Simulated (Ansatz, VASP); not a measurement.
**Ca: VASP beside Ansatz**

File INCAR:

```
PREC     = Accurate       # precision mode
ENCUT    = 520            # plane-wave cutoff, eV
EDIFF    = 1E-6           # SCF threshold, eV
ISMEAR   = 0              # smearing method
SIGMA    = 0.15           # smearing width, eV
LREAL    = False          # projectors in reciprocal space
LASPH    = True           # aspherical terms in the spheres
NELM     = 60             # most SCF steps
ALGO     = Fast           # electronic algorithm
ISIF     = 2              # what is computed and relaxed
LWAVE    = False          # write WAVECAR
LCHARG   = False          # write CHGCAR
GGA      = PE             # functional
NBANDS   = 11             # bands
```

Contents of KPOINTS:

```
Automatic mesh
0
Gamma
  16 16 16
```

POSCAR

```
Ca
1.0
    0.0000000000      2.6294428719      3.1553314463
    2.6294428719      0.0000000000      3.1553314463
    2.6294428719      2.6294428719      0.0000000000
Ca
1
Direct
    0.0000000000      0.0000000000      0.0000000000
```

Input for Ansatz:

```yaml
crystal:
  lattice:
    - [0.0, 2.6294428719, 3.1553314463]
    - [2.6294428719, 0.0, 3.1553314463]
    - [2.6294428719, 2.6294428719, 0.0]
  atoms:
    - { symbol: Ca, position: [0.0, 0.0, 0.0] }
basis:
  ecutwfc: 420
kpoints:
  mp_grid: { grid: [16, 16, 16] }
hamiltonian:
  xc: pbe
scf:
  occupations: { method: gaussian, width: 0.15 }
output:
  forces: true
  stress: true
  eigenvalues: true
```

Alike in both runs: task single point; functional PBE; k mesh 16 × 16 × 16; occupations gaussian, width 0.15 eV; no spin polarisation.

|  | VASP | Ansatz |
| --- | --- | --- |
| version | VASP 6.6.1 | Ansatz 0.2.0 |
| potentials or method | VASP PAW PBE potentials, release 64 (Ca_sv), cutoff 520 eV | scalar-relativistic, plane waves, PAW |
| valence electrons in the cell | 10 | 10 |

VASP gave:

| Item | Value |
| --- | --- |
| gap on the k mesh at the Fermi level (eV) | none |
| pressure (GPa) | -0.5 |
| traceless stress, the component that is largest in VASP (GPa) | -1.68 |

What did Ansatz give for the same quantities?

gap on the k mesh at the Fermi level (eV): none; pressure (GPa): -0.6; traceless stress, the component that is largest in VASP (GPa): -1.67.

A gap of «none» marks a metal or a gap that the smearing closes.
